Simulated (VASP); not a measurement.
# MgO (Fm-3m) in VASP: a series of runs

MgO is run at these levels: PBEsol; tasks: vibrations by perturbation theory, elastic constants.

Everything below comes from runs of VASP 6.6.1. Logs are shortened: lines on timing, memory, paths and dates and some standing lists are left out, and cuts for length are marked.

## Step 1: The cell of the first run

It takes space group Fm-3m (No. 225, cubic). Conventional cell: a = 4.242 Å, b = 4.242 Å, c = 4.242 Å, α = 90.00°, β = 90.00°, γ = 90.00°. Mg (site symmetry m-3m) has 6 O at 2.12 Å within 2.8 Å. O (site symmetry m-3m) has 6 Mg at 2.12 Å within 2.8 Å.

## Step 2: Vibrations by perturbation theory, PBEsol (9.54 Å³/atom)

Input file INCAR:

```
  PREC = Accurate
  ENCUT = 520
  EDIFF = 1E-8
  ISMEAR = 0
  SIGMA = 0.01
  LREAL = False
  LASPH = True
  NELM = 80
  ALGO = Normal
  ISIF = 2
  LWAVE = False
  LCHARG = True
  GGA = PS
  IBRION = 8
  NSW = 1
  LEPSILON = True
```

Input file KPOINTS:

```
Automatic mesh
0
Gamma
  10 10 10
```

Input file POSCAR:

```
MgO
1.0
    0.0000000000      2.1210399572      2.1210399572
    2.1210399572      0.0000000000      2.1210399572
    2.1210399572      2.1210399572      0.0000000000
Mg O
1 1
Direct
    0.0000000000      0.0000000000      0.0000000000
    0.5000000000      0.5000000000      0.5000000000
```

Potentials or basis: VASP PAW PBE potentials, release 64 (Mg, O).

Launch:

```bash
$ cat potpaw_PBE.64/Mg/POTCAR potpaw_PBE.64/O/POTCAR > POTCAR
$ mpirun -np 1 vasp_std > vasp.out
```

OUTCAR:

```text
PREC = Accurate
   ENCUT = 520
   EDIFF = 1E-8
   ISMEAR = 0
   LREAL = False
   LASPH = True
   NELM = 80
   ISIF = 2
   GGA = PS
   IBRION = 8
   NSW = 1
   LEPSILON = True

 ion  position               nearest neighbor table
   1  0.000  0.000  0.000-   2 2.12   2 2.12   2 2.12   2 2.12   2 2.12   2 2.12
   2  0.500  0.500  0.500-   1 2.12   1 2.12   1 2.12   1 2.12   1 2.12   1 2.12

  LATTYP: Found a face centered cubic cell.
 ALAT       =     4.2420799144

  Lattice vectors:

 A1 = (   0.0000000000,   2.1210399572,   2.1210399572)
 A2 = (   2.1210399572,   0.0000000000,   2.1210399572)
 A3 = (   2.1210399572,   2.1210399572,   0.0000000000)

Analysis of symmetry for initial positions (statically):
=====================================================================
 Subroutine PRICEL returns:
 Original cell was already a primitive cell.

 Routine SETGRP: Setting up the symmetry group for a
 face centered cubic supercell.

 Subroutine GETGRP returns: Found 48 space group operations
 (whereof 48 operations were pure point group operations)
 out of a pool of 48 trial point group operations.

The static configuration has the point symmetry O_h .

Analysis of symmetry for dynamics (positions and initial velocities):
=====================================================================
 Subroutine PRICEL returns:
 Original cell was already a primitive cell.

 Routine SETGRP: Setting up the symmetry group for a
 face centered cubic supercell.

 Subroutine GETGRP returns: Found 48 space group operations
 (whereof 48 operations were pure point group operations)
 out of a pool of 48 trial point group operations.

The dynamic configuration has the point symmetry O_h .

 Subroutine INISYM returns: Found 48 space group operations
 (whereof 48 operations are pure point group operations),
 and found     1 'primitive' translations

----------------------------------------------------------------------------------------

                                     Primitive cell

  volume of cell :      19.0843

  direct lattice vectors                    reciprocal lattice vectors
     0.000000000  2.121039957  2.121039957    -0.235733419  0.235733419  0.235733419
     2.121039957  0.000000000  2.121039957     0.235733419 -0.235733419  0.235733419
     2.121039957  2.121039957  0.000000000     0.235733419  0.235733419 -0.235733419

  length of vectors
     2.999603474  2.999603474  2.999603474     0.408302258  0.408302258  0.408302258

  position of ions in fractional coordinates (direct lattice)
     0.000000000  0.000000000  0.000000000
     0.500000000  0.500000000  0.500000000

  ion indices of the primitive-cell ions
   primitive index   ion index
                 1           1
                 2           2

----------------------------------------------------------------------------------------

 KPOINTS: Automatic mesh

Automatic generation of k-mesh.
 Grid dimensions read from file:
 generate k-points for:   10   10   10

 Generating k-lattice:

  Cartesian coordinates                     Fractional coordinates (reciprocal lattice)
    -0.023573342  0.023573342  0.023573342     0.100000000  0.000000000  0.000000000
     0.023573342 -0.023573342  0.023573342     0.000000000  0.100000000  0.000000000
     0.023573342  0.023573342 -0.023573342     0.000000000  0.000000000  0.100000000
[... 413 lines left out ...]
  free energy    TOTEN  =        -0.12617762 eV

  energy without entropy =       -0.12617762

------------------------ aborting loop because EDIFF is reached ----------------------------------------

--------------------------------------- Ionic step        2  -------------------------------------------

------------------------ aborting loop because EDIFF is reached ----------------------------------------

--------------------------------------- Ionic step        3  -------------------------------------------

------------------------ aborting loop because EDIFF is reached ----------------------------------------

 PIEZOELECTRIC TENSOR FIELD DIRECTION 3  (e Angst)
 -----------------------------------------------------------------------------
    -0.00015  0.00000  0.00000           ( -0.00001  0.00000  0.00000)
     0.00000 -0.00015  0.00000           (  0.00000 -0.00001  0.00000)
     0.00000  0.00000 -0.00018           (  0.00000  0.00000 -0.00001)

 PIEZOELECTRIC TENSOR FIELD DIRECTION 3  (C/m^2)
 -----------------------------------------------------------------------------
    -0.00013  0.00000  0.00000
     0.00000 -0.00013  0.00000
     0.00000  0.00000 -0.00015

--------------------------------------- Ionic step        4  -------------------------------------------

------------------------ aborting loop because EDIFF is reached ----------------------------------------

[... ionic steps 5 to 6 ...]

--------------------------------------- Ionic step        7  -------------------------------------------

 Free energy of the ion-electron system (eV)
  ---------------------------------------------------
  ---------------------------------------------------
  free energy    TOTEN  =        -0.35759915 eV

  energy without entropy =       -0.35759915

------------------------ aborting loop because EDIFF is reached ----------------------------------------

 INTERNAL STRAIN TENSOR  FOR ION    2  DIRECTION 1   (eV/Angst):
 -----------------------------------------------------------------------------
    -0.00467  0.00000  0.00000
     0.00000  0.00705 -0.00000
    -0.00000 -0.00000  0.00705

 MACROSCOPIC STATIC DIELECTRIC TENSOR (including local field effects in DFT)
 ------------------------------------------------------
           3.195091     0.000000    -0.000000
           0.000000     3.195091    -0.000000
           0.000000     0.000000     3.195091
 ------------------------------------------------------

 PIEZOELECTRIC TENSOR (including local field effects)  for field in x, y, z        (e  Angst)
          XX          YY          ZZ          XY          YZ          ZX
  --------------------------------------------------------------------------------
  x     0.00000     0.00000     0.00000     0.00000     0.00000     0.00000
  y     0.00000     0.00000     0.00000     0.00000     0.00000     0.00000
  z     0.00000     0.00000     0.00000     0.00000     0.00000     0.00000

 PIEZOELECTRIC TENSOR (including local field effects)  for field in x, y, z        (C/m^2)
          XX          YY          ZZ          XY          YZ          ZX
  --------------------------------------------------------------------------------
  x     0.00000     0.00000     0.00000     0.00000     0.00000     0.00000
  y     0.00000     0.00000     0.00000     0.00000     0.00000     0.00000
  z     0.00000     0.00000     0.00000     0.00000     0.00000     0.00000

 BORN EFFECTIVE CHARGES (including local field effects) (in |e|, cummulative output)
 ---------------------------------------------------------------------------------
 ion    1
    1     1.97495    -0.00000     0.00000
    2    -0.00000     1.97495    -0.00000
    3     0.00000     0.00000     1.97495
 ion    2
    1    -1.97495     0.00000    -0.00000
    2     0.00000    -1.97495     0.00000
    3    -0.00000    -0.00000    -1.97495

 INTERNAL STRAIN TENSOR FOR ION    2 for displacements in x,y,z  (eV/Angst):
          X           Y           Z          XY          YZ          ZX
  --------------------------------------------------------------------------------
  x     0.00000     0.00000     0.00000     0.00000     0.00000     0.00000
  y     0.00000     0.00000     0.00000     0.00000     0.00000     0.00000
  z     0.00000     0.00000     0.00000     0.00000     0.00000     0.00000

 SECOND DERIVATIVES (NOT SYMMETRIZED)
 ------------------------------------
               1X          1Y          1Z          2X          2Y          2Z
  1X    -4.882709    0.000000    0.000000    4.882709    0.000000    0.000000
  1Y     0.000000   -4.882709    0.000000    0.000000    4.882709    0.000000
  1Z     0.000000    0.000000   -4.882709    0.000000    0.000000    4.882709
  2X     4.904920    0.000000    0.000000   -4.904920    0.000000    0.000000
  2Y     0.000000    4.904920    0.000000    0.000000   -4.904920    0.000000
  2Z     0.000000    0.000000    4.904920    0.000000    0.000000   -4.904920

 Eigenvectors and eigenvalues of the dynamical matrix
 ----------------------------------------------------

   1 f  =   11.136480 THz    69.972565 2PiTHz  371.472976 cm-1    46.056758 meV
             X         Y         Z           dx          dy          dz
      0.000000  0.000000  0.000000    -0.629196    0.000000    0.000000
      2.121040  2.121040  2.121040     0.777247    0.000000    0.000000
[... 21 lines left out ...]
   6 f/i=    0.012359 THz     0.077653 2PiTHz    0.412245 cm-1     0.051112 meV
             X         Y         Z           dx          dy          dz
      0.000000  0.000000  0.000000     0.000000   -0.448139   -0.635046
      2.121040  2.121040  2.121040     0.000000   -0.362777   -0.514082

--------------------------------------------------------------------------------------------------------

 MACROSCOPIC STATIC DIELECTRIC TENSOR IONIC CONTRIBUTION
 ------------------------------------------------------
           7.557033    -0.000000    -0.000000
          -0.000000     7.557033     0.000000
          -0.000000     0.000000     7.557033
 ------------------------------------------------------

 ELASTIC MODULI CONTR FROM IONIC RELAXATION (kBar)
 Direction    XX          YY          ZZ          XY          YZ          ZX
 --------------------------------------------------------------------------------
 XX           0.0000      0.0000      0.0000      0.0000      0.0000      0.0000
 YY           0.0000      0.0000      0.0000      0.0000      0.0000      0.0000
 ZZ           0.0000      0.0000      0.0000      0.0000      0.0000      0.0000
 XY           0.0000      0.0000      0.0000      0.0000      0.0000      0.0000
 YZ           0.0000      0.0000      0.0000      0.0000      0.0000      0.0000
 ZX           0.0000      0.0000      0.0000      0.0000      0.0000      0.0000
 --------------------------------------------------------------------------------

 PIEZOELECTRIC TENSOR IONIC CONTR  for field in x, y, z        (C/m^2)
          XX          YY          ZZ          XY          YZ          ZX
  --------------------------------------------------------------------------------
  x     0.00000     0.00000     0.00000     0.00000     0.00000     0.00000
  y     0.00000     0.00000     0.00000     0.00000     0.00000     0.00000
  z     0.00000     0.00000     0.00000     0.00000     0.00000     0.00000
```

It took 43 s on 1 thread of Intel Xeon 6975P-C (Granite Rapids), shared host; peak memory 0.18 GiB.

Results:

```
Electronic dielectric tensor (diagonal)                 : 3.20
Born charges (mean of the diagonal)                     : Mg +1.97; O -1.97 e
Highest phonon frequency at Γ, LO-TO splitting left out : 371 cm⁻¹
```

Phonon frequencies in cm⁻¹ (negative: imaginary):
```tsv
q point	frequencies
(0.000, 0.000, 0.000)	0 0 0 371 371 371
```

Electronic dielectric tensor:
```
3.20 0.00 0.00
0.00 3.20 0.00
0.00 0.00 3.20
```

Born effective charge tensors (e):
atom 1, Mg
```
1.97 0.00 0.00
0.00 1.97 0.00
0.00 0.00 1.97
```
atom 2, O
```
-1.97  0.00  0.00
 0.00 -1.97  0.00
 0.00  0.00 -1.97
```

Caveat: the cell stands under pressure or tension, which shifts response properties; the PAW data sets were made with another functional, which shifts forces and pressure a little.

[end of part 1 of 2]
